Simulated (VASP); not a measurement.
Here is a VASP 6.6.1 calculation.

The input INCAR:

```
SYSTEM = CuI
PREC = Accurate ; ENCUT = 520
EDIFF = 1E-7 ; ISMEAR = -1
SIGMA = 0.05 ; LREAL = .False.
LASPH = .True. ; NELM = 60
ALGO = Normal ; ISIF = 2
LWAVE = .False. ; LCHARG = .False.
GGA = PS ; NBANDS = 26
```

KPOINTS

```
Automatic mesh
0
Gamma
  4 4 6
  0 0 0
```

File POSCAR:

```
CuI
1.0
    3.6585042382     -3.6368646426      0.0000000000
    3.6585042382      3.6368646426      0.0000000000
    0.0000000000      0.0000000000      4.4845873282
Cu I
2 2
Direct
    0.4204388300      0.5795611700      0.7500000000
    0.5795611700      0.4204388300      0.2500000000
    0.7700426800      0.2299573200      0.7500000000
    0.2299573200      0.7700426800      0.2500000000
```

Potentials or basis: VASP PAW PBE potentials, release 64 (Cu, I).

The run is started by

```sh
$ cat potpaw_PBE.64/Cu/POTCAR potpaw_PBE.64/I/POTCAR > POTCAR
$ mpirun -np 1 vasp_std > vasp.out
```

Problem. Estimate the band gap on the k mesh.

Solution. 1.02 eV.

Problem. What does it give for the largest force?

Solution. 0.092 eV/Å.

Stress tensor (GPa, compression positive):
```
-0.66  0.00  0.00
 0.00 -1.01  0.00
 0.00  0.00 -4.80
```

Caveat: the PAW data sets were made with another functional, which shifts forces and pressure a little; spin-orbit coupling is left out, which moves the levels of the heavy elements.
